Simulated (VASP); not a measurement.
Wanted: the native input for a VASP 6.6.1 run.

```yaml
Task: single point
Functional: LDA
Potentials_or_basis: VASP PAW LDA potentials, release 64 (Na_pv, F)
Cutoff: 520 eV
k_mesh: 10 × 10 × 10
Occupations: fermi-dirac, width 0.03 eV
Spin: no spin polarisation
Dipole_correction: no
Further_INCAR_settings: ALGO = Normal; EDIFF = 1e-06; NBANDS = 14
```

The structure of NaF lies in POSCAR:

```
NaF
1.0
    0.0000000000      2.2858943317      2.2858943317
    2.2858943317      0.0000000000      2.2858943317
    2.2858943317      2.2858943317      0.0000000000
Na F
1 1
Direct
    0.0000000000      0.0000000000      0.0000000000
    0.5000000000      0.5000000000      0.5000000000
```

These files were run (other wordings do the same):

INCAR

```
SYSTEM = NaF
ALGO     = Normal         ! electronic algorithm
EDIFF    = 1E-6           ! SCF threshold, eV
ENCUT    = 520            ! plane-wave cutoff, eV
ISIF     = 2              ! what is computed and relaxed
ISMEAR   = -1             ! smearing method
LASPH    = .TRUE.         ! aspherical terms in the spheres
LCHARG   = .FALSE.        ! write CHGCAR
LREAL    = .FALSE.        ! projectors in reciprocal space
LWAVE    = .FALSE.        ! write WAVECAR
NBANDS   = 14             ! bands
NELM     = 80             ! most SCF steps
PREC     = Accurate       ! precision mode
SIGMA    = 0.03           ! smearing width, eV
```

KPOINTS

```
k-points
0
G
  10 10 10
  0 0 0
```

Potentials or basis: VASP PAW LDA potentials, release 64 (Na_pv, F).

Command:

```console
$ cat potpaw_LDA.64/Na_pv/POTCAR potpaw_LDA.64/F/POTCAR > POTCAR
$ mpirun -np 1 vasp_std > vasp.out
```

Results of the run:

```yaml
Pressure: -2.6 GPa
Band_gap_on_the_k_mesh: 6.17 eV, direct
```

It took 5 s on 1 thread of Intel(R) Xeon(R) Platinum 8488C (Sapphire Rapids) (shared host), peak memory 0.12 GiB.
